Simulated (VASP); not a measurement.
# Al (Fm-3m) in VASP: a series of runs

Al is run at these levels: BLYP+D3(BJ); tasks: single point, relaxation of cell and atoms.

Program: VASP 6.6.1. These are calculated values, not measurements. Logs are shortened: lines on timing, memory, paths and dates and some standing lists are left out, and cuts for length are marked.

## 1. The cell of the first run

The structure is cubic, space group Fm-3m (No. 225). The conventional cell has a = 3.958 Å, b = 3.958 Å, c = 3.958 Å, α = 90.00°, β = 90.00°, γ = 90.00°. Within 3.7 Å of Al (site symmetry m-3m) lie 12 Al at 2.80 Å.

## 2. Single point, BLYP+D3(BJ)

INCAR reads:

```
PREC = Accurate
ENCUT = 520
EDIFF = 1E-6
ISMEAR = -1
SIGMA = 0.05
LREAL = False
LASPH = True
NELM = 100
ALGO = Normal
ISIF = 2
LWAVE = False
LCHARG = False
GGA = B5
ALDAX = 1.0
AGGAX = 1.0
AGGAC = 1.0
ALDAC = 0.0
IVDW = 12
VDW_S6 = 1.0
VDW_S8 = 2.6996
VDW_A1 = 0.4298
VDW_A2 = 4.2359
NBANDS = 8
```

KPOINTS reads:

```
regular mesh
0
Gamma
  11 11 11
```

POSCAR reads:

```
Al
1.0
    0.0000000000      1.9791042435      1.9791042435
    1.9791042435      0.0000000000      1.9791042435
    1.9791042435      1.9791042435      0.0000000000
Al
1
Direct
    0.0000000000      0.0000000000      0.0000000000
```

Potentials or basis: VASP PAW PBE potentials, release 64 (Al).

Command:

```console
$ cat potpaw_PBE.64/Al/POTCAR > POTCAR
$ mpirun -np 1 vasp_std > vasp.out
```

OUTCAR:

```text
PREC = Accurate
   ENCUT = 520
   EDIFF = 1E-6
   ISMEAR = -1
   LREAL = False
   LASPH = True
   NELM = 100
   ISIF = 2
   GGA = B5
   IVDW = 12
 IVDW          = 12

 ion  position               nearest neighbor table
   1  0.000  0.000  0.000-

  LATTYP: Found a face centered cubic cell.
 ALAT       =     3.9582084870

  Lattice vectors:

 A1 = (   0.0000000000,   1.9791042435,   1.9791042435)
 A2 = (   1.9791042435,   0.0000000000,   1.9791042435)
 A3 = (   1.9791042435,   1.9791042435,   0.0000000000)

Analysis of symmetry for initial positions (statically):
=====================================================================
 Subroutine PRICEL returns:
 Original cell was already a primitive cell.

 Routine SETGRP: Setting up the symmetry group for a
 face centered cubic supercell.

 Subroutine GETGRP returns: Found 48 space group operations
[... 9 lines left out ...]

 Routine SETGRP: Setting up the symmetry group for a
 face centered cubic supercell.

 Subroutine GETGRP returns: Found 48 space group operations
 (whereof 48 operations were pure point group operations)
 out of a pool of 48 trial point group operations.

The dynamic configuration has the point symmetry O_h .

 Subroutine INISYM returns: Found 48 space group operations
 (whereof 48 operations are pure point group operations),
 and found     1 'primitive' translations

----------------------------------------------------------------------------------------

                                     Primitive cell

  volume of cell :      15.5037

  direct lattice vectors                    reciprocal lattice vectors
     0.000000000  1.979104243  1.979104243    -0.252639547  0.252639547  0.252639547
     1.979104243  0.000000000  1.979104243     0.252639547 -0.252639547  0.252639547
     1.979104243  1.979104243  0.000000000     0.252639547  0.252639547 -0.252639547

  length of vectors
     2.798876063  2.798876063  2.798876063     0.437584532  0.437584532  0.437584532

  position of ions in fractional coordinates (direct lattice)
     0.000000000  0.000000000  0.000000000

  ion indices of the primitive-cell ions
   primitive index   ion index
                 1           1

----------------------------------------------------------------------------------------

 KPOINTS: regular mesh

Automatic generation of k-mesh.
 Grid dimensions read from file:
 generate k-points for:   11   11   11

 Generating k-lattice:

  Cartesian coordinates                     Fractional coordinates (reciprocal lattice)
    -0.022967232  0.022967232  0.022967232     0.090909091  0.000000000  0.000000000
     0.022967232 -0.022967232  0.022967232     0.000000000  0.090909091  0.000000000
     0.022967232  0.022967232 -0.022967232     0.000000000  0.000000000  0.090909091

  Length of vectors
     0.039780412  0.039780412  0.039780412

  Shift w.r.t. Gamma in fractional coordinates (k-lattice)
     0.000000000  0.000000000  0.000000000

 Subroutine IBZKPT returns following result:
 ===========================================

 Found     56 irreducible k-points:

 Following reciprocal coordinates:
            Coordinates               Weight
  0.000000  0.000000  0.000000      1.000000
  0.090909  0.000000  0.000000      8.000000
  0.181818  0.000000  0.000000      8.000000
  0.272727  0.000000  0.000000      8.000000
  0.363636  0.000000  0.000000      8.000000
  0.454545  0.000000  0.000000      8.000000
[... 16 lines left out ...]
 -0.272727  0.181818  0.000000     24.000000
 -0.181818  0.181818  0.000000     12.000000
 [... further k-points ...]
   k-points           NKPTS =     56   k-points in BZ     NKDIM =     56   number of bands    NBANDS=      8
   number of dos      NEDOS =    301   number of ions     NIONS =      1
   total plane-waves  NPLWV =  13824
   dimension x,y,z NGX =    24 NGY =   24 NGZ =   24
   dimension x,y,z NGXF=    48 NGYF=   48 NGZF=   48
   ions per type =               1
   NGX,Y,Z   is equivalent  to a cutoff of  14.26, 14.26, 14.26 a.u.
   NGXF,Y,Z  is equivalent  to a cutoff of  28.51, 28.51, 28.51 a.u.
 SYSTEM =  unknown system
   PREC   = accura    normal or accurate (medium, high low for compatibility)
   ISTART =      0    job   : 0-new  1-cont  2-samecut
   ICHARG =      2    charge: 1-file 2-atom 10-const
   ISPIN  =      1    spin polarized calculation?
   LNONCOLLINEAR =      F non collinear calculations
   LSORBIT =      F    spin-orbit coupling
   LASPH  =      T    aspherical Exc in radial PAW
   ENCUT  =  520.0 eV  38.22 Ry    6.18 a.u.   5.20  5.20  5.20*2*pi/ulx,y,z
   NELM   =    100;   NELMIN=  2; NELMDL= -5     # of ELM steps
   EDIFF  = 0.1E-05   stopping-criterion for ELM
   LREAL  =      F    real-space projection
   EDIFFG = 0.1E-04   stopping-criterion for IOM
   NSW    =      0    number of steps for IOM
   IBRION =     -1    ionic relax: 0-MD 1-quasi-New 2-CG
   NFREE  =      0    steps in history (QN), initial steepest desc. (CG)
   ISIF   =      2    stress and relaxation
   ISYM   =      2    0-nonsym 1-usesym 2-fastsym
   POTIM  = 0.5000    time-step for ionic-motion
   TEBEG  =    0.0;   TEEND  =   0.0 temperature during run
   PSTRESS=    0.0 pullay stress
   NELECT =       3.0000    total number of electrons
   NUPDOWN=      -1.0000    fix difference up-down
   EMIN   =  10.00;   EMAX   =-10.00  energy-range for DOS
   EFERMI =   0.00;   METHOD = LEGACY
   ISMEAR =    -1;   SIGMA  =   0.05  broadening in eV -4-tet -1-fermi 0-gaus
   EFERMI_NEDOS =   21; number of points for ismear=-14 and -15
   IALGO  =     38    algorithm
   IMIX   =      4    mixing-type and parameters
     AMIX     =   0.40;   BMIX     =  1.00
     AMIX_MAG =   1.60;   BMIX_MAG =  1.00
  volume/ion in A,a.u.               =      15.50       104.62
  Fermi-wavevector in a.u.,A,eV,Ry     =   0.946898  1.789378 12.199202  0.896616
  Thomas-Fermi vector in A             =   2.074940
   LORBIT       =      0    0 simple, 1 ext, 2 COOP (PROOUT), +10 PAW based schemes
   GGA     = B5    functional components
   LHFCALC =     F    Hartree Fock is set to
   AEXX    =    0.0000 exact exchange contribution
   IVDW    =    12    specifies the selected vdW correction
   LEPSILON=     F    determine dielectric tensor
   LRPA    =     F    only Hartree local field effects (RPA)
 non-spin polarized calculation
  energy-cutoff  :      520.00
  volume of cell :       15.50
 maximum number of plane-waves:       431
 NGX is ok and might be reduce to    24
   NGX = 11   NGY = 11   NGZ = 11

 number of electron       3.0000000 magnetization

 Free energy of the ion-electron system (eV)
  ---------------------------------------------------
  ext. energy  EPLUGINS =         0.00000000
  ---------------------------------------------------
  free energy    TOTEN  =        -2.66602942 eV

  energy without entropy =       -2.66189523  energy(sigma->0) =       -2.66396232

 E-fermi :   9.1589     XC(G=0):  -9.9004

 val. band max:        9.0000115186   @ k =  -0.3636   0.3636   0.0000
 cond. band min:       9.1664712773   @ k =  -0.4545   0.3636   0.0000
 fundamental gap:      0.1664597588
 Fermi energy:         9.1588931983

 k-point     1 :       0.0000    0.0000    0.0000
  band No.  band energies     occupation
      1      -2.4071      2.00000
      2      22.0730      0.00000
      3      22.0730      0.00000
      4      22.0730      0.00000
      5      23.9070      0.00000
      6      23.9070      0.00000
      7      23.9070      0.00000
      8      26.1560      0.00000

 k-point     2 :       0.0909    0.0000    0.0000
  band No.  band energies     occupation
      1      -2.1734      2.00000
      2      19.1428      0.00000
      3      21.4884      0.00000
      4      21.4884      0.00000
      5      24.5189      0.00000
      6      24.8444      0.00000
      7      24.8444      0.00000
      8      28.0177      0.00000

 k-point     3 :       0.1818    0.0000    0.0000
  band No.  band energies     occupation
      1      -1.4748      2.00000
      2      15.3806      0.00000
      3      20.7697      0.00000
      4      20.7697      0.00000
      5      24.2805      0.00000
      6      25.6184      0.00000
      7      25.6184      0.00000
      8      27.1600      0.00000

 k-point     4 :       0.2727    0.0000    0.0000
  band No.  band energies     occupation
      1      -0.3185      2.00000
      2      11.8358      0.00000
      3      20.3627      0.00000
      4      20.3627      0.00000
      5      23.9939      0.00000
      6      23.9939      0.00000
      7      24.0699      0.00000
      8      28.3134      0.00000

 k-point     5 :       0.3636    0.0000    0.0000
  band No.  band energies     occupation
      1       1.2840      2.00000
      2       8.6199      1.99996
      3      20.3240      0.00000
      4      20.3240      0.00000
      5      22.5170      0.00000
      6      22.5170      0.00000
      7      24.1525      0.00000
      8      26.7467      0.00000
[... 177 lines left out ...]
 k-point    22 :      -0.3636    0.1818    0.0000
  band No.  band energies     occupation
      1       3.3896      2.00000
      2       7.4319      2.00000
      3      14.0273      0.00000
      4      18.5454      0.00000
      5      20.5461      0.00000
      6      25.1290      0.00000
      7      27.9389      0.00000
      8      30.8953      0.00000

 k-point    23 :      -0.2727    0.1818    0.0000
  band No.  band energies     occupation
      1       1.5110      2.00000
      2      10.3088      0.00000
      3      13.8987      0.00000
      4      19.8033      0.00000
      5      21.8967      0.00000
      6      24.8695      0.00000
      7      27.4636      0.00000
      8      27.9671      0.00000

 k-point    24 :      -0.1818    0.1818    0.0000
  band No.  band energies     occupation
      1       0.0647      2.00000
      2      13.0430      0.00000
      3      14.6879      0.00000
      4      21.4430      0.00000
      5      23.5770      0.00000
      6      24.4862      0.00000
      7      25.8739      0.00000
      8      26.8052      0.00000

 [... further k-points ...]

------------------------ aborting loop because EDIFF is reached ----------------------------------------

 Edisp (eV)   -0.82712

 E8    (eV) :    -0.6152

  FORCE on cell =-STRESS in cart. coord.  units (eV):
  Direction    XX          YY          ZZ          XY          YZ          ZX
  --------------------------------------------------------------------------------------
  -------------------------------------------------------------------------------------
  Total       0.01688     0.01688     0.01688     0.00000     0.00000    -0.00000
  in kB       1.74399     1.74399     1.74399     0.00000     0.00000    -0.00000
  external pressure =        1.74 kB  Pullay stress =        0.00 kB

 VOLUME and BASIS-vectors are now :
 -----------------------------------------------------------------------------
  energy-cutoff  :      520.00
  volume of cell :       15.50
      direct lattice vectors                 reciprocal lattice vectors
     0.000000000  1.979104243  1.979104243    -0.252639547  0.252639547  0.252639547
     1.979104243  0.000000000  1.979104243     0.252639547 -0.252639547  0.252639547
     1.979104243  1.979104243  0.000000000     0.252639547  0.252639547 -0.252639547

 POSITION                                       TOTAL-FORCE (eV/Angst)
 -----------------------------------------------------------------------------------
      0.00000      0.00000      0.00000         0.000000      0.000000      0.000000
 -----------------------------------------------------------------------------------
    total drift:                                0.000000      0.000000      0.000000

  FREE ENERGIE OF THE ION-ELECTRON SYSTEM (eV)
  ---------------------------------------------------
  free  energy   TOTEN  =        -3.4931535375 eV

  energy  without entropy=       -3.4890193561  energy(sigma->0) =       -3.49108645
```

Run time: 12 s. Hardware: 1 thread of Intel Xeon 8259CL, shared host; peak memory 0.14 GiB.

Results:

```yaml
Free_energy: -3.4932 eV
Pressure: 0.2 GPa
Dispersion_energy_per_atom: -0.827 eV
```

Levels at points of the mesh, in eV from the Fermi level:
| k point | band 1 | band 2 | band 3 | band 4 |
| --- | --- | --- | --- | --- |
| (0.00, 0.00, 0.00) | -11.57 | 12.91 | 12.91 | 12.91 |

Caveat: the PAW data sets were made with another functional, which shifts forces and pressure a little; pairwise dispersion overbinds metals, which lowers pressure and volume.

## 3. Relaxation of cell and atoms, BLYP+D3(BJ)

This run uses another cell than the first one, of 16.60 Å³/atom, 1.071 times its volume.

INCAR reads:

```
  PREC = Accurate
  ENCUT = 600
  EDIFF = 1E-7
  ISMEAR = -1
  SIGMA = 0.05
  LREAL = F
  LASPH = T
  NELM = 60
  ALGO = Normal
  ISIF = 3
  LWAVE = F
  LCHARG = F
  GGA = B5
  ALDAX = 1.0
  AGGAX = 1.0
  AGGAC = 1.0
  ALDAC = 0.0
  IVDW = 12
  VDW_S6 = 1.0
  VDW_S8 = 2.6996
  VDW_A1 = 0.4298
  VDW_A2 = 4.2359
  IBRION = 2
  NSW = 80
  EDIFFG = -0.01
```

KPOINTS is that of step 2.

POSCAR reads:

```
Al
1.0
    0.0000000000      2.0248050000      2.0248050000
    2.0248050000      0.0000000000      2.0248050000
    2.0248050000      2.0248050000      0.0000000000
Al
1
Direct
    0.0000000000      0.0000000000      0.0000000000
```

Potentials or basis: VASP PAW PBE potentials, release 64 (Al).

Command:

```console
$ cat potpaw_PBE.64/Al/POTCAR > POTCAR
$ mpirun -np 1 vasp_std > vasp.out
```

Wall time 23 s (1 thread of Intel Xeon 8259CL, shared host); peak memory 0.15 GiB.

The run converged. Its results:

| Item | Value |
| --- | --- |
| Free energy | -3.4931 eV |
| Relaxed volume | 15.54 Å³/atom |
| Relaxed cell | a = 2.801 Å, b = 2.801 Å, c = 2.801 Å, α = 60.00°, β = 60.00°, γ = 60.00° |
| Space group after relaxing (to 0.05 Å) | Fm-3m (No. 225) |
| Energy gained by relaxing | 16.3 meV/atom |
| Ionic steps | 3 |
| Pressure after relaxing | 0.0 GPa |
| Dispersion energy per atom | -0.825 eV |

The path:
```csv
step,energy change (eV),largest force (eV/Å),pressure (GPa),volume (Å³)
1,0.0000,0.0000,-4.59,16.60
2,-0.0162,0.0000,0.26,15.49
3,-0.0163,0.0000,0.00,15.54
```

Final structure:
```cif
data_structure
_symmetry_space_group_name_H-M 'P 1'
_symmetry_Int_Tables_number 1
_cell_length_a 2.8008
_cell_length_b 2.8008
_cell_length_c 2.8008
_cell_angle_alpha 60.000
_cell_angle_beta 60.000
_cell_angle_gamma 60.000
_cell_volume 15.54
loop_
_atom_site_label
_atom_site_type_symbol
_atom_site_fract_x
_atom_site_fract_y
_atom_site_fract_z
_atom_site_occupancy
Al1 Al 0.00000 0.00000 0.00000 1
```

Levels at points of the mesh, in eV from the Fermi level:
```csv
k point,band 1,band 2,band 3,band 4,band 5
"(0.00, 0.00, 0.00)",-11.55,12.90,12.90,12.90,14.72
```

Caveat: the PAW data sets were made with another functional, which shifts forces and pressure a little; pairwise dispersion overbinds metals, which lowers pressure and volume.

## 4. How close it comes

Step 3. The cell as given is a measured one (16.60 Å³/atom); BLYP+D3(BJ) puts the equilibrium volume -6.4 % from it, thermal expansion not counted.
